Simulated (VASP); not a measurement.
# SnO (P4/nmm) in VASP: notebook, part 2 of 2

VASP 6.6.1.

### Step 4. Single point, r2SCAN+D3(BJ)

This run uses another cell than the first one, of 17.77 Å³/atom.

File POSCAR:

```
SnO
1.0
    3.8136952200      0.0000000000      0.0000000000
    0.0000000000      3.8136952200      0.0000000000
    0.0000000000      0.0000000000      4.8869133000
Sn O
2 2
Direct
    0.5000000000      0.0000000000      0.7646261400
    0.0000000000      0.5000000000      0.2353738600
    0.0000000000      0.0000000000      0.0000000000
    0.5000000000      0.5000000000      0.0000000000
```

File INCAR.step1:

```
SYSTEM = SnO
PREC = Accurate
ENCUT = 520
ISMEAR = -1
SIGMA = 0.05
LREAL = .FALSE.
LASPH = .TRUE.
NELM = 60
NBANDS = 28
GGA = PE
ALGO = Normal
EDIFF = 1E-4
LWAVE = .TRUE.
LCHARG = .FALSE.
```

File INCAR.step2:

```
SYSTEM = SnO
PREC = Accurate
ENCUT = 520
EDIFF = 1E-6
ISMEAR = -1
SIGMA = 0.05
LREAL = .FALSE.
LASPH = .TRUE.
NELM = 60
ALGO = Normal
ISIF = 2
LWAVE = .FALSE.
LCHARG = .FALSE.
METAGGA = R2SCAN
LMIXTAU = .TRUE.
IVDW = 12
VDW_S6 = 1.0
VDW_S8 = 0.78981345
VDW_A1 = 0.49484001
VDW_A2 = 5.73083694
NBANDS = 28
ISTART = 1
```

File KPOINTS:

```
Automatic mesh
0
G
  7 7 6
  0 0 0
```

Potentials or basis: VASP PAW PBE potentials, release 64 (Sn_d, O).

Run with:

```
> cat potpaw_PBE.64/Sn_d/POTCAR potpaw_PBE.64/O/POTCAR > POTCAR
> cp INCAR.step1 INCAR
> mpirun -np 1 vasp_std > vasp.out
> cp INCAR.step2 INCAR
> mpirun -np 1 vasp_std > vasp.out
```

OUTCAR:

```text
SYSTEM = SnO
   PREC = Accurate
   ENCUT = 520
   EDIFF = 1E-6
   ISMEAR = -1
   LREAL = .FALSE.
   LASPH = .TRUE.
   NELM = 60
   ISIF = 2
   METAGGA = R2SCAN
   IVDW = 12
   ISTART = 1
 IVDW          = 12

 ion  position               nearest neighbor table
   1  0.500  0.000  0.765-   3 2.23   4 2.23   4 2.23   3 2.23   2 3.54   2 3.54   2 3.54   2 3.54
                             2 3.74   2 3.74   2 3.74   2 3.74
   2  0.000  0.500  0.235-   3 2.23   4 2.23   3 2.23   4 2.23   1 3.54   1 3.54   1 3.54   1 3.54
                             1 3.74   1 3.74   1 3.74   1 3.74
   3  0.000  0.000  0.000-   1 2.23   2 2.23   2 2.23   1 2.23
   4  0.500  0.500  0.000-   1 2.23   2 2.23   1 2.23   2 2.23

  LATTYP: Found a simple tetragonal cell.
 ALAT       =     3.8136952200
 C/A-ratio  =     1.2814116016

  Lattice vectors:

 A1 = (   3.8136952200,   0.0000000000,   0.0000000000)
 A2 = (   0.0000000000,   3.8136952200,   0.0000000000)
 A3 = (   0.0000000000,   0.0000000000,   4.8869133000)

Analysis of symmetry for initial positions (statically):
=====================================================================
 Subroutine PRICEL returns:
[... 175 lines left out ...]

 E-fermi :   7.2083     XC(G=0): -10.8471

 val. band max:        6.9733709924   @ k =   0.0000   0.0000   0.0000
 cond. band min:       7.4796067841   @ k =   0.4286   0.4286   0.0000
 fundamental gap:      0.5062357917
 Fermi energy:         7.2082964920

 k-point     1 :       0.0000    0.0000    0.0000
  band No.  band energies     occupation
      1     -15.9454      2.00000
      2     -15.3977      2.00000
      3     -15.3843      2.00000
      4     -15.3843      2.00000
      5     -15.3389      2.00000
      6     -15.3156      2.00000
[... 733 lines left out ...]
     27      16.2648      0.00000
     28      17.1221      0.00000

 [... further k-points ...]

------------------------ aborting loop because EDIFF is reached ----------------------------------------

 Edisp (eV)   -0.43567

 E8    (eV) :    -0.1482

  FORCE on cell =-STRESS in cart. coord.  units (eV):
  Direction    XX          YY          ZZ          XY          YZ          ZX
  --------------------------------------------------------------------------------------
  -------------------------------------------------------------------------------------
  Total      -0.41703    -0.41703    -0.35944     0.00000     0.00000     0.00000
  in kB      -9.40048    -9.40048    -8.10228     0.00000     0.00000     0.00000
  external pressure =       -8.97 kB  Pullay stress =        0.00 kB

 VOLUME and BASIS-vectors are now :
 -----------------------------------------------------------------------------
  energy-cutoff  :      520.00
  volume of cell :       71.08
      direct lattice vectors                 reciprocal lattice vectors
     3.813695220  0.000000000  0.000000000     0.262212878  0.000000000  0.000000000
     0.000000000  3.813695220  0.000000000     0.000000000  0.262212878  0.000000000
     0.000000000  0.000000000  4.886913300     0.000000000  0.000000000  0.204628144

 POSITION                                       TOTAL-FORCE (eV/Angst)
 -----------------------------------------------------------------------------------
      1.90685      0.00000      3.73666         0.000000      0.000000     -0.017788
      0.00000      1.90685      1.15025        -0.000000      0.000000      0.017788
      0.00000      0.00000      0.00000         0.000000      0.000000      0.000000
      1.90685      1.90685      0.00000         0.000000     -0.000000      0.000000
 -----------------------------------------------------------------------------------
    total drift:                                0.000000      0.000000      0.000000

  FREE ENERGIE OF THE ION-ELECTRON SYSTEM (eV)
  ---------------------------------------------------
  free  energy   TOTEN  =       -67.3400509749 eV

  energy  without entropy=      -67.3399727319  energy(sigma->0) =      -67.34001185
```

OUTCAR.step1:

```text
SYSTEM = SnO
   PREC = Accurate
   ENCUT = 520
   ISMEAR = -1
   LREAL = .FALSE.
   LASPH = .TRUE.
   NELM = 60
[... 975 lines left out ...]
      0.00000      1.90685      1.15025        -0.000000     -0.000000      0.458125
      0.00000      0.00000      0.00000         0.000000     -0.000000      0.000000
      1.90685      1.90685      0.00000         0.000000      0.000000      0.000000
 -----------------------------------------------------------------------------------
    total drift:                                0.000000      0.000000      0.000000

  FREE ENERGIE OF THE ION-ELECTRON SYSTEM (eV)
  ---------------------------------------------------
  free  energy   TOTEN  =       -22.6852927789 eV

  energy  without entropy=      -22.6850058274  energy(sigma->0) =      -22.68514930
```

OSZICAR.step1:

```text
N       E                     dE             d eps       ncg     rms          rms(c)
DAV:   1     0.416142932239E+03    0.41614E+03   -0.19899E+04  2332   0.217E+03
DAV:   2     0.378166570005E+02   -0.37833E+03   -0.36325E+03  2324   0.544E+02
DAV:   3    -0.232422648520E+02   -0.61059E+02   -0.59674E+02  2528   0.181E+02
DAV:   4    -0.263235691662E+02   -0.30813E+01   -0.30665E+01  2548   0.433E+01
DAV:   5    -0.263971516113E+02   -0.73582E-01   -0.73574E-01  2492   0.725E+00    0.117E+01
DAV:   6    -0.227088381368E+02    0.36883E+01   -0.16886E+01  3600   0.447E+01    0.494E+00
DAV:   7    -0.227043336191E+02    0.45045E-02   -0.20460E+00  2672   0.859E+00    0.249E+00
DAV:   8    -0.226921298960E+02    0.12204E-01   -0.28782E-01  2956   0.368E+00    0.811E-01
DAV:   9    -0.226842812776E+02    0.78486E-02   -0.48601E-02  3524   0.229E+00    0.236E-01
DAV:  10    -0.226855607731E+02   -0.12795E-02   -0.71966E-03  3008   0.761E-01    0.135E-01
DAV:  11    -0.226852569533E+02    0.30382E-03   -0.18599E-03  3348   0.404E-01    0.219E-02
DAV:  12    -0.226852927789E+02   -0.35826E-04   -0.26335E-04  2220   0.916E-02
   1 F= -.22685293E+02 E0= -.22685149E+02  d E =-.286951E-03
```

Run time: 4 min. Hardware: 1 thread of Intel Xeon Platinum 8259CL at 2.50GHz (Skylake/Cascade Lake), shared host; peak memory 0.22 GiB.

What came out:

| Item | Value |
| --- | --- |
| Free energy | -67.3401 eV |
| Pressure | -0.9 GPa |
| Largest force | 0.018 eV/Å |
| Band gap on the k mesh | 0.51 eV (least direct gap 2.37 eV) |
| Dispersion energy per atom | -0.109 eV |

Forces on the atoms (eV/Å):
```
Sn   0.000  0.000 -0.018
Sn   0.000  0.000  0.018
O    0.000  0.000  0.000
O    0.000  0.000  0.000
```

Caveat: the PAW data sets were made with another functional, which shifts forces and pressure a little; spin-orbit coupling is left out, which moves the levels of the heavy elements; an odd mesh through Γ misses points on the zone boundary, where band edges can lie.

### Step 5. The runs side by side

```csv
cell,gap on the mesh (eV),pressure (GPa),largest force (eV/Å)
"a = 3.762, b = 3.762, c = 4.821 Å, 4 atoms",0.33,3.4,0.63
"a = 3.788, b = 3.788, c = 4.854 Å, 4 atoms",0.42,1.1,0.32
"a = 3.814, b = 3.814, c = 4.887 Å, 4 atoms",0.51,-0.9,0.02
```

Alike in all rows: task single point; level r2SCAN+D3(BJ); potentials or basis VASP PAW PBE potentials, release 64 (Sn_d, O); no spin polarisation; k mesh 7 × 7 × 6; cutoff (eV) 520; smearing fermi-dirac 0.05 eV.

Caveats: the PAW data sets were made with another functional, which shifts forces and pressure a little; spin-orbit coupling is left out, which moves the levels of the heavy elements; an odd mesh through Γ misses points on the zone boundary, where band edges can lie; the cell stands under pressure (at least some runs).

Total energies depend on the potentials used, so only differences within one code and one set of settings carry meaning.
